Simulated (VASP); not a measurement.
Write the native input for VASP 6.6.1 that does the following.

| Item | Value |
| --- | --- |
| Task | single point |
| Functional | PBEsol |
| Potentials or basis | VASP PAW PBE potentials, release 64 (Al, Ga_d, N) |
| Cutoff | 520 eV |
| k mesh | 6 × 6 × 6 |
| Occupations | gaussian, width 0.02 eV |
| Spin | no spin polarisation |
| Dipole correction | no |
| Further INCAR settings | ALGO = Normal; EDIFF = 1e-06; NBANDS = 41 |

The structure of AlGa3N4 lies in POSCAR:

```
AlGa3N4
1.0
    4.4006135017      0.0000000000      0.0000000000
    0.0000000000      4.4006135017      0.0000000000
    0.0000000000      0.0000000000      4.5389859410
Al Ga N
1 3 4
Direct
    0.0000000000      0.0000000000      0.0000000000
    0.5000000000      0.5000000000      0.0000000000
    0.5000000000      0.0000000000      0.5000000000
    0.0000000000      0.5000000000      0.5000000000
    0.7551711795      0.7551711795      0.2451888876
    0.7551711795      0.2448288205      0.7548111124
    0.2448288205      0.7551711795      0.7548111124
    0.2448288205      0.2448288205      0.2451888876
```

This cell differs from its parent crystal: biaxial strain in the a-b plane: -1.5 %, then relaxed in part.

The input as run:

INCAR

```
SYSTEM = AlGa3N4
PREC = Accurate
ENCUT = 520
EDIFF = 1E-6
ISMEAR = 0
SIGMA = 0.02
LREAL = .False.
LASPH = .True.
NELM = 80
ALGO = Normal
ISIF = 2
LWAVE = .False.
LCHARG = .False.
GGA = PS
NBANDS = 41
```

KPOINTS

```
Automatic mesh
0
Gamma
  6 6 6
  0 0 0
```

Potentials or basis: VASP PAW PBE potentials, release 64 (Al, Ga_d, N).

The run is started by

```console
$ cat potpaw_PBE.64/Al/POTCAR potpaw_PBE.64/Ga_d/POTCAR potpaw_PBE.64/N/POTCAR > POTCAR
$ mpirun -np 1 vasp_std > vasp.out
```

It gave:

- Pressure: 2.6 GPa
- Largest force: 0.011 eV/Å
- Band gap on the k mesh: 2.36 eV

Caveat: the cell differs from its parent crystal (biaxial strain in the a-b plane: -1.5 %, then relaxed in part); the PAW data sets were made with another functional, which shifts forces and pressure a little.

Wall time 91 s on 1 thread of Intel(R) Xeon(R) 6975P-C (Granite Rapids), on a shared host, peak memory 0.26 GiB.
